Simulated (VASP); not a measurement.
# SiC (P6_3mc) in VASP: single point with LDA

Aim: the single point of SiC with LDA.

Everything below comes from runs of VASP 6.6.1. Logs are shortened: lines on timing, memory, paths and dates and some standing lists are left out, and cuts for length are marked.

## (1) The cell of the first run

Symmetry: P6_3mc, No. 186, hexagonal system. The conventional cell has a = 3.076 Å, b = 3.076 Å, c = 5.048 Å, α = 90.00°, β = 90.00°, γ = 120.00°. Within 2.5 Å of Si (site symmetry 3m) lie 4 C at 1.87 to 1.94 Å. C (site symmetry 3m) has 4 Si at 1.87 to 1.94 Å within 2.5 Å.

## (2) Single point, LDA

Contents of INCAR:

```
SYSTEM = SiC
  PREC = Accurate
  ENCUT = 520
  EDIFF = 1E-6
  ISMEAR = 0
  SIGMA = 0.05
  LREAL = .FALSE.
  LASPH = .TRUE.
  NELM = 80
  ALGO = Normal
  ISIF = 2
  LWAVE = .FALSE.
  LCHARG = .FALSE.
  NBANDS = 16
```

Contents of KPOINTS:

```
regular mesh
0
G
  12 12 6
  0 0 0
```

Contents of POSCAR:

```
SiC
1.0
    3.0759982064      0.0000000000      0.0000000000
   -1.5379991032      2.6638925888      0.0000000000
    0.0000000000      0.0000000000      5.0480000000
Si C
2 2
Direct
    0.3333333333      0.6666666667      0.0000000000
    0.6666666667      0.3333333333      0.5000000000
    0.3333333333      0.6666666667      0.3850000000
    0.6666666667      0.3333333333      0.8850000000
```

Potentials or basis: VASP PAW LDA potentials, release 64 (Si, C).

The run is started by

```sh
$ cat potpaw_LDA.64/Si/POTCAR potpaw_LDA.64/C/POTCAR > POTCAR
$ mpirun -np 1 vasp_std > vasp.out
```

OUTCAR:

```text
SYSTEM = SiC
   PREC = Accurate
   ENCUT = 520
   EDIFF = 1E-6
   ISMEAR = 0
   LREAL = .FALSE.
   LASPH = .TRUE.
   NELM = 80
   ISIF = 2

 ion  position               nearest neighbor table
   1  0.333  0.667  0.000-   4 1.87   4 1.87   4 1.87   3 1.94   2 3.09   2 3.09   2 3.09   2 3.09
                             2 3.09   2 3.09
   2  0.667  0.333  0.500-   3 1.87   3 1.87   3 1.87   4 1.94   1 3.09   1 3.09   1 3.09   1 3.09
                             1 3.09   1 3.09
   3  0.333  0.667  0.385-   2 1.87   2 1.87   2 1.87   1 1.94
   4  0.667  0.333  0.885-   1 1.87   1 1.87   1 1.87   2 1.94

  LATTYP: Found a hexagonal cell.
 ALAT       =     3.0759982064
 C/A-ratio  =     1.6410932846

  Lattice vectors:

 A1 = (   3.0759982064,   0.0000000000,   0.0000000000)
 A2 = (  -1.5379991032,   2.6638925888,   0.0000000000)
 A3 = (   0.0000000000,   0.0000000000,   5.0480000000)

Analysis of symmetry for initial positions (statically):
=====================================================================
 Subroutine PRICEL returns:
 Original cell was already a primitive cell.

 Routine SETGRP: Setting up the symmetry group for a
 hexagonal supercell.

 Subroutine GETGRP returns: Found 12 space group operations
 (whereof  6 operations were pure point group operations)
 out of a pool of 24 trial point group operations.

The static configuration has the point symmetry C_3v.
 The point group associated with its full space group is C_6v.

Analysis of symmetry for dynamics (positions and initial velocities):
=====================================================================
 Subroutine PRICEL returns:
 Original cell was already a primitive cell.

 Routine SETGRP: Setting up the symmetry group for a
 hexagonal supercell.

 Subroutine GETGRP returns: Found 12 space group operations
 (whereof  6 operations were pure point group operations)
 out of a pool of 24 trial point group operations.

The dynamic configuration has the point symmetry C_3v.
 The point group associated with its full space group is C_6v.

 Subroutine INISYM returns: Found 12 space group operations
 (whereof  6 operations are pure point group operations),
 and found     1 'primitive' translations

----------------------------------------------------------------------------------------

                                     Primitive cell

  volume of cell :      41.3640

  direct lattice vectors                    reciprocal lattice vectors
     3.075998206  0.000000000  0.000000000     0.325097719  0.187695255  0.000000000
    -1.537999103  2.663892589  0.000000000     0.000000000  0.375390511  0.000000000
     0.000000000  0.000000000  5.048000000     0.000000000  0.000000000  0.198098257

  length of vectors
     3.075998206  3.075998206  5.048000000     0.375390511  0.375390511  0.198098257

  position of ions in fractional coordinates (direct lattice)
     0.333333333  0.666666667  0.000000000
     0.666666667  0.333333333  0.500000000
     0.333333333  0.666666667  0.385000000
     0.666666667  0.333333333  0.885000000

  ion indices of the primitive-cell ions
   primitive index   ion index
                 1           1
                 2           2
                 3           3
                 4           4

----------------------------------------------------------------------------------------

 KPOINTS: regular mesh

Automatic generation of k-mesh.
 Grid dimensions read from file:
 generate k-points for:   12   12    6

 Generating k-lattice:

  Cartesian coordinates                     Fractional coordinates (reciprocal lattice)
     0.027091477  0.015641271  0.000000000     0.083333333 -0.000000000  0.000000000
     0.000000000  0.031282543  0.000000000     0.000000000  0.083333333  0.000000000
     0.000000000  0.000000000  0.033016376     0.000000000  0.000000000  0.166666667

  Length of vectors
     0.031282543  0.031282543  0.033016376

  Shift w.r.t. Gamma in fractional coordinates (k-lattice)
     0.000000000  0.000000000  0.000000000

 Subroutine IBZKPT returns following result:
 ===========================================

 Found     76 irreducible k-points:

 Following reciprocal coordinates:
            Coordinates               Weight
  0.000000  0.000000  0.000000      1.000000
  0.083333 -0.000000  0.000000      6.000000
  0.166667 -0.000000  0.000000      6.000000
  0.250000  0.000000  0.000000      6.000000
  0.333333 -0.000000  0.000000      6.000000
  0.416667 -0.000000  0.000000      6.000000
[... 16 lines left out ...]
  0.250000  0.000000  0.166667     12.000000
  0.333333 -0.000000  0.166667     12.000000
 [... further k-points ...]
   k-points           NKPTS =     76   k-points in BZ     NKDIM =     76   number of bands    NBANDS=     16
   number of dos      NEDOS =    301   number of ions     NIONS =      4
   total plane-waves  NPLWV =  23040
   dimension x,y,z NGX =    24 NGY =   24 NGZ =   40
   dimension x,y,z NGXF=    48 NGYF=   48 NGZF=   80
   ions per type =               2   2
   NGX,Y,Z   is equivalent  to a cutoff of  12.97, 12.97, 13.17 a.u.
   NGXF,Y,Z  is equivalent  to a cutoff of  25.94, 25.94, 26.35 a.u.
 SYSTEM =  SiC
   PREC   = accura    normal or accurate (medium, high low for compatibility)
   ISTART =      0    job   : 0-new  1-cont  2-samecut
   ICHARG =      2    charge: 1-file 2-atom 10-const
   ISPIN  =      1    spin polarized calculation?
   LNONCOLLINEAR =      F non collinear calculations
   LSORBIT =      F    spin-orbit coupling
   LASPH  =      T    aspherical Exc in radial PAW
   ENCUT  =  520.0 eV  38.22 Ry    6.18 a.u.   5.72  5.72  9.39*2*pi/ulx,y,z
   NELM   =     80;   NELMIN=  2; NELMDL= -5     # of ELM steps
   EDIFF  = 0.1E-05   stopping-criterion for ELM
   LREAL  =      F    real-space projection
   EDIFFG = 0.1E-04   stopping-criterion for IOM
   NSW    =      0    number of steps for IOM
   IBRION =     -1    ionic relax: 0-MD 1-quasi-New 2-CG
   NFREE  =      0    steps in history (QN), initial steepest desc. (CG)
   ISIF   =      2    stress and relaxation
   ISYM   =      2    0-nonsym 1-usesym 2-fastsym
   POTIM  = 0.5000    time-step for ionic-motion
   TEBEG  =    0.0;   TEEND  =   0.0 temperature during run
   PSTRESS=    0.0 pullay stress
   NELECT =      16.0000    total number of electrons
   NUPDOWN=      -1.0000    fix difference up-down
   EMIN   =  10.00;   EMAX   =-10.00  energy-range for DOS
   EFERMI =   0.00;   METHOD = LEGACY
   ISMEAR =     0;   SIGMA  =   0.05  broadening in eV -4-tet -1-fermi 0-gaus
   EFERMI_NEDOS =   21; number of points for ismear=-14 and -15
   IALGO  =     38    algorithm
   IMIX   =      4    mixing-type and parameters
     AMIX     =   0.40;   BMIX     =  1.00
     AMIX_MAG =   1.60;   BMIX_MAG =  1.00
  volume/ion in A,a.u.               =      10.34        69.78
  Fermi-wavevector in a.u.,A,eV,Ry     =   1.192818  2.254099 19.358564  1.422814
  Thomas-Fermi vector in A             =   2.328847
   LORBIT       =      0    0 simple, 1 ext, 2 COOP (PROOUT), +10 PAW based schemes
   GGA     = CA    functional components
   LHFCALC =     F    Hartree Fock is set to
   AEXX    =    0.0000 exact exchange contribution
   IVDW    =     0    specifies the selected vdW correction
   LEPSILON=     F    determine dielectric tensor
   LRPA    =     F    only Hartree local field effects (RPA)
 non-spin polarized calculation
 Gauss-broadening in eV      SIGMA  =   0.05
  energy-cutoff  :      520.00
  volume of cell :       41.36
 maximum number of plane-waves:      1132
 NGX is ok and might be reduce to    24
   NGX = 11   NGY = 11   NGZ = 19

 number of electron      16.0000000 magnetization

 Free energy of the ion-electron system (eV)
  ---------------------------------------------------
  ext. energy  EPLUGINS =         0.00000000
  ---------------------------------------------------
  free energy    TOTEN  =       -33.23250907 eV

  energy without entropy =      -33.23250907  energy(sigma->0) =      -33.23250907

 E-fermi :   8.6240     XC(G=0): -11.5496

 val. band max:        8.3594747885   @ k =   0.0000   0.0000   0.0000
 cond. band min:      10.5572728045   @ k =   0.3333   0.3333   0.0000
 fundamental gap:      2.1977980160
 Fermi energy:         8.6239626179

 k-point     1 :       0.0000    0.0000    0.0000
  band No.  band energies     occupation
      1      -7.2726      2.00000
      2      -3.7204      2.00000
      3      -0.3512      2.00000
      4       6.8078      2.00000
      5       6.8078      2.00000
      6       8.0871      2.00000
[... 8 lines left out ...]
     15      16.9570      0.00000
     16      19.5277      0.00000

 k-point     2 :       0.0833   -0.0000    0.0000
  band No.  band energies     occupation
      1      -7.1515      2.00000
      2      -3.6157      2.00000
      3      -0.2386      2.00000
      4       6.1326      2.00000
      5       6.5986      2.00000
      6       7.6447      2.00000
[... 8 lines left out ...]
     15      17.2690      0.00000
     16      18.5924      0.00000

 k-point     3 :       0.1667   -0.0000    0.0000
  band No.  band energies     occupation
      1      -6.7912      2.00000
      2      -3.3094      2.00000
      3       0.0907      2.00000
      4       4.6531      2.00000
      5       6.1249      2.00000
      6       6.5493      2.00000
[... 8 lines left out ...]
     15      17.5990      0.00000
     16      17.9677      0.00000

 k-point     4 :       0.2500    0.0000    0.0000
  band No.  band energies     occupation
      1      -6.2021      2.00000
      2      -2.8350      2.00000
      3       0.5891      2.00000
      4       3.0259      2.00000
      5       5.1782      2.00000
      6       5.6100      2.00000
[... 8 lines left out ...]
     15      18.0750      0.00000
     16      18.8359      0.00000
[... 324 lines left out ...]
 k-point    22 :       0.1667   -0.0000    0.1667
  band No.  band energies     occupation
      1      -6.6569      2.00000
      2      -3.8262      2.00000
      3       0.8079      2.00000
      4       4.7726      2.00000
      5       6.2135      2.00000
      6       6.2300      2.00000
[... 8 lines left out ...]
     15      17.7989      0.00000
     16      18.3702      0.00000

 k-point    23 :       0.2500    0.0000    0.1667
  band No.  band energies     occupation
      1      -6.0698      2.00000
      2      -3.3176      2.00000
      3       1.1893      2.00000
      4       3.2304      2.00000
      5       4.8256      2.00000
      6       5.7056      2.00000
[... 8 lines left out ...]
     15      18.7803      0.00000
     16      18.8044      0.00000

 k-point    24 :       0.3333   -0.0000    0.1667
  band No.  band energies     occupation
      1      -5.2819      2.00000
      2      -2.7052      2.00000
      3       0.9352      2.00000
      4       2.5932      2.00000
      5       3.3890      2.00000
      6       5.2837      2.00000
[... 8 lines left out ...]
     15      19.3350      0.00000
     16      20.1662      0.00000

 [... further k-points ...]

------------------------ aborting loop because EDIFF is reached ----------------------------------------

  FORCE on cell =-STRESS in cart. coord.  units (eV):
  Direction    XX          YY          ZZ          XY          YZ          ZX
  --------------------------------------------------------------------------------------
  -------------------------------------------------------------------------------------
  Total       -0.5623391     -0.5623391     -1.6621121      0.0000000      0.0000000      0.0000000
  in kB      -21.7814460    -21.7814460    -64.3796727      0.0000000      0.0000000      0.0000000
  external PRESSURE =     -35.9808549 kB  Pullay stress =       0.0000000 kB

 VOLUME and BASIS-vectors are now :
 -----------------------------------------------------------------------------
  energy-cutoff  :      520.00
  volume of cell :       41.36
      direct lattice vectors                 reciprocal lattice vectors
     3.075998206  0.000000000  0.000000000     0.325097719  0.187695255  0.000000000
    -1.537999103  2.663892589  0.000000000     0.000000000  0.375390511  0.000000000
     0.000000000  0.000000000  5.048000000     0.000000000  0.000000000  0.198098257

 POSITION                                       TOTAL-FORCE (eV/Angst)
 -----------------------------------------------------------------------------------
     -0.00000      1.77593      0.00000         0.000000     -0.000000      0.734627
      1.53800      0.88796      2.52400        -0.000000      0.000000      0.734627
     -0.00000      1.77593      1.94348         0.000000     -0.000000     -0.734627
      1.53800      0.88796      4.46748        -0.000000      0.000000     -0.734627
 -----------------------------------------------------------------------------------
    total drift:                                0.000000      0.000000     -0.000257

  FREE ENERGIE OF THE ION-ELECTRON SYSTEM (eV)
  ---------------------------------------------------
  free  energy   TOTEN  =       -33.2325090701 eV

  energy  without entropy=      -33.2325090701  energy(sigma->0) =      -33.23250907
```

Wall time 34 s (1 thread of Intel Xeon Platinum 8259CL at 2.50GHz (Skylake/Cascade Lake), shared host); peak memory 0.16 GiB.

Results:

```yaml
Free_energy: -33.2325 eV
Pressure: -3.6 GPa
Largest_force: 0.735 eV/Å
Band_gap_on_the_k_mesh: 2.20 eV (least direct gap 3.97 eV)
```

Forces in eV/Å, atoms in the order of the input:
```
Si   0.000  0.000  0.735
Si   0.000  0.000  0.735
C    0.000  0.000 -0.735
C    0.000  0.000 -0.735
```

Stress tensor (GPa, compression positive):
```
-2.18  0.00  0.00
 0.00 -2.18  0.00
 0.00  0.00 -6.44
```

Levels at points of the mesh, in eV from the valence-band top:
| k point | band 5 | band 6 | band 7 | band 8 | band 9 | band 10 | band 11 | band 12 |
| --- | --- | --- | --- | --- | --- | --- | --- | --- |
| (0.00, 0.00, 0.00) | -1.55 | -0.27 | -0.27 | 0.00 | 4.59 | 6.04 | 6.40 | 6.40 |
| (0.50, 0.00, 0.00) | -5.44 | -3.54 | -3.29 | -1.48 | 2.49 | 4.12 | 6.67 | 7.12 |
| (0.00, 0.00, 0.50) | -0.96 | -0.96 | -0.96 | -0.96 | 5.65 | 5.65 | 7.07 | 7.07 |
| (0.50, 0.00, 0.50) | -2.69 | -2.69 | -2.34 | -2.34 | 3.09 | 3.09 | 4.89 | 4.89 |

Caveat: the cell stands under tension. A k mesh can miss the band edges.
